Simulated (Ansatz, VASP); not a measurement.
Two plane-wave programs on Mo

The input INCAR:

```
PREC = Accurate
ENCUT = 520
EDIFF = 1E-6
ISMEAR = -1
SIGMA = 0.1
LREAL = False
LASPH = True
NELM = 100
ALGO = Normal
ISIF = 2
LWAVE = False
LCHARG = False
GGA = B5
ALDAX = 1.0
AGGAX = 1.0
AGGAC = 1.0
ALDAC = 0.0
NBANDS = 21
```

Contents of KPOINTS:

```
Automatic mesh
0
Gamma
  11 11 11
```

The input POSCAR:

```
Mo
1.0
    0.0000000000      2.8557745346      2.8557745346
    2.8557745346      0.0000000000      2.8557745346
    2.8557745346      2.8557745346      0.0000000000
Mo
2
Direct
    0.1250000000      0.1250000000      0.1250000000
    0.8750000000      0.8750000000      0.8750000000
```

Input for Ansatz:

```yaml
crystal:
  lattice:
    - [0.0, 2.8557745346, 2.8557745346]
    - [2.8557745346, 0.0, 2.8557745346]
    - [2.8557745346, 2.8557745346, 0.0]
  atoms:
    - { symbol: Mo, position: [0.125, 0.125, 0.125] }
    - { symbol: Mo, position: [0.875, 0.875, 0.875] }
hamiltonian:
  xc: blyp
  pseudopotentials:
    kind: paw
    azcp:
      Mo: "pseudopotentials/Mo.paw.azcp"
basis:
  ecutwfc: 420
  fft_grid_basis: typed
kpoints:
  mp_grid: { grid: [11, 11, 11], shift: [0, 0, 0] }
magnetization:
  spin_polarized: false
scf:
  occupations: { method: fermi_dirac, width: 0.1 }
  lower_state_search: "off"
output:
  stress: true
  write_density: true
  write_potential: true
  elf: true
  volumetric_format: npy
```

Alike in both runs: task single point; functional BLYP; k mesh 11 × 11 × 11; occupations fermi-dirac, width 0.1 eV; no spin polarisation.

|  | VASP | Ansatz |
| --- | --- | --- |
| version | VASP 6.6.1 | Ansatz 0.2.0 |
| potentials or method | VASP PAW PBE potentials, release 64 (Mo_sv), cutoff 520 eV | plane waves (420 eV) with PAW, scalar-relativistic |
| valence electrons in the cell | 28 | 28 |

|  | VASP | Ansatz | Ansatz less VASP |
| --- | --- | --- | --- |
| pressure (GPa) | 4.8 | 4.2 | -0.53 |

VASP's potentials were made for PBE, not for BLYP.
